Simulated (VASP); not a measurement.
The system is SnSe2.

```xyz
3
Lattice="3.8110 0.0000 0.0000 -1.9055 3.3004 0.0000 0.0000 0.0000 6.1360" Properties=species:S:1:pos:R:3 pbc="T T T"
Sn    0.0000    0.0000    0.0000
Se    1.9055    1.1001    4.6081
Se    0.0000    2.2003    1.5279
```

```yaml
Program: VASP 6.6.1
Task: relaxation of cell and atoms
Functional: PBEsol
Potentials_or_basis: VASP PAW PBE potentials, release 64 (Sn_d, Se)
Cutoff: 600 eV
k_mesh: 8 × 8 × 5
Occupations: fermi-dirac, width 0.05 eV
Spin: no spin polarisation
```

At the start: pressure 2.7 GPa; volume 25.73 Å³/atom.

Question: How do energy, volume and symmetry change on relaxing?

Answer: Over 20 steps the energy falls by 12.9 meV/atom and the volume is 25.93 Å³/atom (+0.8 %); space group P-3m1 (No. 164, to 0.05 Å).

Step by step:
```tsv
step	energy change (eV)	largest force (eV/Å)	pressure (GPa)	volume (Å³)
1	0.0000	0.6218	2.65	77.18
2	-0.0130	0.2790	-2.39	82.03
3	-0.0337	0.0955	-0.36	79.83
4	-0.0367	0.0484	-0.21	79.40
5	-0.0373	0.0120	-0.06	79.08
6	-0.0373	0.0153	-0.08	79.11
7	-0.0374	0.0334	0.05	78.94
8	-0.0374	0.0391	0.09	78.89
9	-0.0375	0.0378	0.07	78.87
10	-0.0377	0.0332	0.04	78.80
11	-0.0380	0.0244	-0.05	78.68
12	-0.0382	0.0074	-0.20	78.42
13	-0.0383	0.0090	-0.15	78.33
14	-0.0384	0.0137	-0.10	78.08
15	-0.0384	0.0237	0.05	77.57
16	-0.0385	0.0195	-0.01	77.81
17	-0.0385	0.0183	-0.04	77.86
18	-0.0385	0.0188	-0.01	77.83
19	-0.0385	0.0141	-0.01	77.82
20	-0.0386	0.0018	-0.04	77.80
```

Final structure:
```
Sn Se
1.0
     3.82252    0.00000    0.00000
    -1.91126    3.31040    0.00000
     0.00000    0.00000    6.14812
Sn Se
1 2
Cartesian
  0.0000 0.0000 0.0000
  1.9113 1.1035 4.5612
  0.0000 2.2069 1.5869
```

Caveat: the PAW data sets were made with another functional, which shifts forces and pressure a little; this functional lacks dispersion, which binds the layers, so the pressure and a relaxed spacing across them are unreliable.
